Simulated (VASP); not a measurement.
# Cu (Fm-3m) in VASP: single point with PBEsol

Aim: the single point of Cu with PBEsol.

All numbers are computed with VASP 6.6.1; they aren't measurements. Logs are shortened: lines on timing, memory, paths and dates and some standing lists are left out, and cuts for length are marked.

## Step 1: The cell of the first run

The structure is cubic, space group Fm-3m (No. 225). The conventional cell has a = 3.568 Å, b = 3.568 Å, c = 3.568 Å, α = 90.00°, β = 90.00°, γ = 90.00°. Within 3.3 Å of Cu (site symmetry m-3m) lie 12 Cu at 2.52 Å.

## Step 2: Single point, PBEsol

Contents of INCAR:

```
SYSTEM = Cu
ALGO = Normal ; EDIFF = 1E-7
ENCUT = 520 ; GGA = PS
ISIF = 2 ; ISMEAR = -1
LASPH = .True. ; LCHARG = .True.
LELF = .True. ; LREAL = .False.
LVHAR = .True. ; LWAVE = .False.
NBANDS = 12 ; NELM = 60
PREC = Accurate ; SIGMA = 0.13605693000000002
```

Contents of KPOINTS:

```
k-points
0
Gamma
  16 16 16
  0 0 0
```

Contents of POSCAR:

```
Cu
1.0
    0.0000000000      1.7840672051      1.7840672051
    1.7840672051      0.0000000000      1.7840672051
    1.7840672051      1.7840672051      0.0000000000
Cu
1
Direct
    0.0000000000      0.0000000000      0.0000000000
```

Potentials or basis: VASP PAW PBE potentials, release 64 (Cu).

The run is started by

```
cat potpaw_PBE.64/Cu/POTCAR > POTCAR
mpirun -np 1 vasp_std > vasp.out
```

OUTCAR:

```text
SYSTEM = Cu
   EDIFF = 1E-7
   ENCUT = 520
   GGA = PS
   ISIF = 2
   ISMEAR = -1
   LASPH = .True.
   LREAL = .False.
   NELM = 60
   PREC = Accurate

 ion  position               nearest neighbor table
   1  0.000  0.000  0.000-

  LATTYP: Found a face centered cubic cell.
 ALAT       =     3.5681344102

  Lattice vectors:

 A1 = (   0.0000000000,   1.7840672051,   1.7840672051)
 A2 = (   1.7840672051,   0.0000000000,   1.7840672051)
 A3 = (   1.7840672051,   1.7840672051,   0.0000000000)

Analysis of symmetry for initial positions (statically):
=====================================================================
 Subroutine PRICEL returns:
 Original cell was already a primitive cell.

 Routine SETGRP: Setting up the symmetry group for a
 face centered cubic supercell.

 Subroutine GETGRP returns: Found 48 space group operations
 (whereof 48 operations were pure point group operations)
 out of a pool of 48 trial point group operations.

The static configuration has the point symmetry O_h .

Analysis of symmetry for dynamics (positions and initial velocities):
=====================================================================
 Subroutine PRICEL returns:
 Original cell was already a primitive cell.

 Routine SETGRP: Setting up the symmetry group for a
 face centered cubic supercell.

 Subroutine GETGRP returns: Found 48 space group operations
 (whereof 48 operations were pure point group operations)
 out of a pool of 48 trial point group operations.

The dynamic configuration has the point symmetry O_h .

 Subroutine INISYM returns: Found 48 space group operations
 (whereof 48 operations are pure point group operations),
 and found     1 'primitive' translations

----------------------------------------------------------------------------------------

                                     Primitive cell

  volume of cell :      11.3570

  direct lattice vectors                    reciprocal lattice vectors
     0.000000000  1.784067205  1.784067205    -0.280258501  0.280258501  0.280258501
     1.784067205  0.000000000  1.784067205     0.280258501 -0.280258501  0.280258501
     1.784067205  1.784067205  0.000000000     0.280258501  0.280258501 -0.280258501

  length of vectors
     2.523052038  2.523052038  2.523052038     0.485421962  0.485421962  0.485421962

  position of ions in fractional coordinates (direct lattice)
     0.000000000  0.000000000  0.000000000

  ion indices of the primitive-cell ions
   primitive index   ion index
                 1           1

----------------------------------------------------------------------------------------

 KPOINTS: k-points

Automatic generation of k-mesh.
 Grid dimensions read from file:
 generate k-points for:   16   16   16

 Generating k-lattice:

  Cartesian coordinates                     Fractional coordinates (reciprocal lattice)
    -0.017516156  0.017516156  0.017516156     0.062500000  0.000000000  0.000000000
     0.017516156 -0.017516156  0.017516156     0.000000000  0.062500000  0.000000000
     0.017516156  0.017516156 -0.017516156     0.000000000  0.000000000  0.062500000

  Length of vectors
     0.030338873  0.030338873  0.030338873

  Shift w.r.t. Gamma in fractional coordinates (k-lattice)
     0.000000000  0.000000000  0.000000000

 Subroutine IBZKPT returns following result:
 ===========================================

 Found    145 irreducible k-points:

 Following reciprocal coordinates:
            Coordinates               Weight
  0.000000  0.000000  0.000000      1.000000
  0.062500  0.000000  0.000000      8.000000
  0.125000  0.000000  0.000000      8.000000
  0.187500  0.000000  0.000000      8.000000
  0.250000  0.000000  0.000000      8.000000
  0.312500  0.000000  0.000000      8.000000
[... 16 lines left out ...]
 -0.125000  0.062500  0.000000     24.000000
 -0.062500  0.062500  0.000000     12.000000
 [... further k-points ...]
   k-points           NKPTS =    145   k-points in BZ     NKDIM =    145   number of bands    NBANDS=     12
   number of dos      NEDOS =    301   number of ions     NIONS =      1
   total plane-waves  NPLWV =   8000
   dimension x,y,z NGX =    20 NGY =   20 NGZ =   20
   dimension x,y,z NGXF=    40 NGYF=   40 NGZF=   40
   ions per type =               1
   NGX,Y,Z   is equivalent  to a cutoff of  13.18, 13.18, 13.18 a.u.
   NGXF,Y,Z  is equivalent  to a cutoff of  26.36, 26.36, 26.36 a.u.
 SYSTEM =  Cu
   PREC   = accura    normal or accurate (medium, high low for compatibility)
   ISTART =      0    job   : 0-new  1-cont  2-samecut
   ICHARG =      2    charge: 1-file 2-atom 10-const
   ISPIN  =      1    spin polarized calculation?
   LNONCOLLINEAR =      F non collinear calculations
   LSORBIT =      F    spin-orbit coupling
   LASPH  =      T    aspherical Exc in radial PAW
   ENCUT  =  520.0 eV  38.22 Ry    6.18 a.u.   4.69  4.69  4.69*2*pi/ulx,y,z
   NELM   =     60;   NELMIN=  2; NELMDL= -5     # of ELM steps
   EDIFF  = 0.1E-06   stopping-criterion for ELM
   LREAL  =      F    real-space projection
   EDIFFG = 0.1E-05   stopping-criterion for IOM
   NSW    =      0    number of steps for IOM
   IBRION =     -1    ionic relax: 0-MD 1-quasi-New 2-CG
   NFREE  =      0    steps in history (QN), initial steepest desc. (CG)
   ISIF   =      2    stress and relaxation
   ISYM   =      2    0-nonsym 1-usesym 2-fastsym
   POTIM  = 0.5000    time-step for ionic-motion
   TEBEG  =    0.0;   TEEND  =   0.0 temperature during run
   PSTRESS=    0.0 pullay stress
   NELECT =      11.0000    total number of electrons
   NUPDOWN=      -1.0000    fix difference up-down
   EMIN   =  10.00;   EMAX   =-10.00  energy-range for DOS
   EFERMI =   0.00;   METHOD = LEGACY
   ISMEAR =    -1;   SIGMA  =   0.14  broadening in eV -4-tet -1-fermi 0-gaus
   EFERMI_NEDOS =   21; number of points for ismear=-14 and -15
   IALGO  =     38    algorithm
   IMIX   =      4    mixing-type and parameters
     AMIX     =   0.40;   BMIX     =  1.00
     AMIX_MAG =   1.60;   BMIX_MAG =  1.00
  volume/ion in A,a.u.               =      11.36        76.64
  Fermi-wavevector in a.u.,A,eV,Ry     =   1.619762  3.060906 35.696635  2.623629
  Thomas-Fermi vector in A             =   2.713810
   LORBIT       =      0    0 simple, 1 ext, 2 COOP (PROOUT), +10 PAW based schemes
   GGA     = PS    functional components
   LHFCALC =     F    Hartree Fock is set to
   AEXX    =    0.0000 exact exchange contribution
   IVDW    =     0    specifies the selected vdW correction
   LEPSILON=     F    determine dielectric tensor
   LRPA    =     F    only Hartree local field effects (RPA)
 non-spin polarized calculation
  energy-cutoff  :      520.00
  volume of cell :       11.36
 maximum number of plane-waves:       331
   NGX =  9   NGY =  9   NGZ =  9

 number of electron      11.0000013 magnetization

 Free energy of the ion-electron system (eV)
  ---------------------------------------------------
  ext. energy  EPLUGINS =         0.00000000
  ---------------------------------------------------
  free energy    TOTEN  =        -4.31775436 eV

  energy without entropy =       -4.29933836  energy(sigma->0) =       -4.30854636

 E-fermi :   7.8831     XC(G=0): -13.1382

 val. band max:        7.8398511859   @ k =   0.5000   0.1875   0.0625
 cond. band min:       7.9129025863   @ k =   0.5000   0.3125   0.1250
 fundamental gap:      0.0730514004
 Fermi energy:         7.8830588919

 k-point     1 :       0.0000    0.0000    0.0000
  band No.  band energies     occupation
      1      -1.7983      2.00000
      2       4.7420      2.00000
      3       4.7420      2.00000
      4       4.7420      2.00000
      5       5.6258      2.00000
      6       5.6258      2.00000
      7      30.7897      0.00000
      8      33.7094      0.00000
      9      33.7095      0.00000
     10      33.7095      0.00000
     11      36.2231      0.00000
     12      36.2231      0.00000

 k-point     2 :       0.0625    0.0000    0.0000
  band No.  band energies     occupation
      1      -1.6519      2.00000
      2       4.7096      2.00000
      3       4.7706      2.00000
      4       4.7706      2.00000
      5       5.6144      2.00000
      6       5.6144      2.00000
      7      29.9807      0.00000
      8      32.1088      0.00000
      9      33.2594      0.00000
     10      33.2594      0.00000
     11      36.8731      0.00000
     12      36.8731      0.00000

 k-point     3 :       0.1250    0.0000    0.0000
  band No.  band energies     occupation
      1      -1.2192      2.00000
      2       4.6237      2.00000
      3       4.8414      2.00000
      4       4.8414      2.00000
      5       5.5943      2.00000
      6       5.5943      2.00000
      7      27.0994      0.00000
      8      31.5039      0.00000
      9      32.4932      0.00000
     10      32.4932      0.00000
     11      38.1002      0.00000
     12      38.1196      0.00000
[... 286 lines left out ...]
 k-point    23 :      -0.1250    0.0625    0.0000
  band No.  band energies     occupation
      1      -0.8891      2.00000
      2       4.5485      2.00000
      3       4.8951      2.00000
      4       4.8962      2.00000
      5       5.5009      2.00000
      6       5.6758      2.00000
      7      26.0919      0.00000
      8      28.8358      0.00000
      9      32.7806      0.00000
     10      34.2232      0.00000
     11      36.5118      0.00000
     12      37.2356      0.00000

 k-point    24 :      -0.0625    0.0625    0.0000
  band No.  band energies     occupation
      1      -1.4101      2.00000
      2       4.6501      2.00000
      3       4.8120      2.00000
      4       4.8261      2.00000
      5       5.5582      2.00000
      6       5.6398      2.00000
      7      28.9076      0.00000
      8      30.1235      0.00000
      9      32.6910      0.00000
     10      34.2612      0.00000
     11      36.4147      0.00000
     12      37.0282      0.00000

 [... further k-points ...]
[... 5 lines left out ...]
  --------------------------------------------------------------------------------------
  -------------------------------------------------------------------------------------
  Total        0.0122688      0.0122688      0.0122688     -0.0000000     -0.0000000      0.0000000
  in kB        1.7308122      1.7308122      1.7308122     -0.0000000     -0.0000000      0.0000000
  external PRESSURE =       1.7308122 kB  Pullay stress =       0.0000000 kB

 VOLUME and BASIS-vectors are now :
 -----------------------------------------------------------------------------
  energy-cutoff  :      520.00
  volume of cell :       11.36
      direct lattice vectors                 reciprocal lattice vectors
     0.000000000  1.784067205  1.784067205    -0.280258501  0.280258501  0.280258501
     1.784067205  0.000000000  1.784067205     0.280258501 -0.280258501  0.280258501
     1.784067205  1.784067205  0.000000000     0.280258501  0.280258501 -0.280258501

 POSITION                                       TOTAL-FORCE (eV/Angst)
 -----------------------------------------------------------------------------------
      0.00000      0.00000      0.00000        -0.000000      0.000000      0.000000
 -----------------------------------------------------------------------------------
    total drift:                               -0.000000     -0.000000     -0.000000

  FREE ENERGIE OF THE ION-ELECTRON SYSTEM (eV)
  ---------------------------------------------------
  free  energy   TOTEN  =        -4.3177543558 eV

  energy  without entropy=       -4.2993383620  energy(sigma->0) =       -4.30854636
```

Run time: 18 s. Hardware: 1 thread of AMD EPYC 7R13 (Zen 3), shared host; peak memory 0.1 GiB.

Results:

```yaml
Free_energy: -4.3178 eV
Pressure: 0.2 GPa
```

Caveat: the PAW data sets were made with another functional, which shifts forces and pressure a little.
